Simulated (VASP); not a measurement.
A run of VASP 6.6.1 is set up as follows.

Contents of INCAR:

```
PREC     = Accurate       # precision mode
ENCUT    = 500            # plane-wave cutoff, eV
EDIFF    = 1E-7           # SCF threshold, eV
ISMEAR   = -1             # smearing method
SIGMA    = 0.1            # smearing width, eV
LREAL    = False          # projectors in reciprocal space
LASPH    = True           # aspherical terms in the spheres
NELM     = 120            # most SCF steps
ALGO     = Normal         # electronic algorithm
ISIF     = 3              # what is computed and relaxed
LWAVE    = False          # write WAVECAR
LCHARG   = False          # write CHGCAR
GGA      = PE             # functional
IBRION   = 2              # ionic algorithm
NSW      = 80             # ionic steps
EDIFFG   = -0.02          # ionic threshold
GGA_COMPAT= False        
NELMIN   = 4
```

File KPOINTS:

```
Automatic mesh
0
Gamma
  9 9 9
```

The input POSCAR:

```
Mo
1.0
   -1.5734150000      1.5734150000      1.5734150000
    1.5734150000     -1.5734150000      1.5734150000
    1.5734150000      1.5734150000     -1.5734150000
Mo
1
Direct
    0.0000000000      0.0000000000      0.0000000000
```

Potentials or basis: VASP PAW PBE potentials, release 64 (Mo_sv).

Run with:

```console
$ cat potpaw_PBE.64/Mo_sv/POTCAR > POTCAR
$ mpirun -np 1 vasp_std > vasp.out
```

Question: What does it give for the relaxed volume?

Answer: 15.81 Å³/atom.

Question: Estimate the band gap on the k mesh.

Answer: Zero (band 7 reaches 15.61 eV, above the bottom of band 8 at 11.06 eV).

Question: Predict the space group after relaxing (to 0.05 Å).

Answer: Im-3m (No. 229).

Step by step:
| step | energy change (eV) | largest force (eV/Å) | pressure (GPa) | volume (Å³) |
| --- | --- | --- | --- | --- |
| 1 | 0.0000 | 0.0000 | 3.95 | 15.58 |
| 2 | 0.0177 | 0.0000 | -9.68 | 16.46 |
| 3 | -0.0028 | 0.0000 | -0.05 | 15.81 |

PBE usually gives volumes a little too large and moduli too small. Zero-point motion and thermal expansion aren't in these numbers.
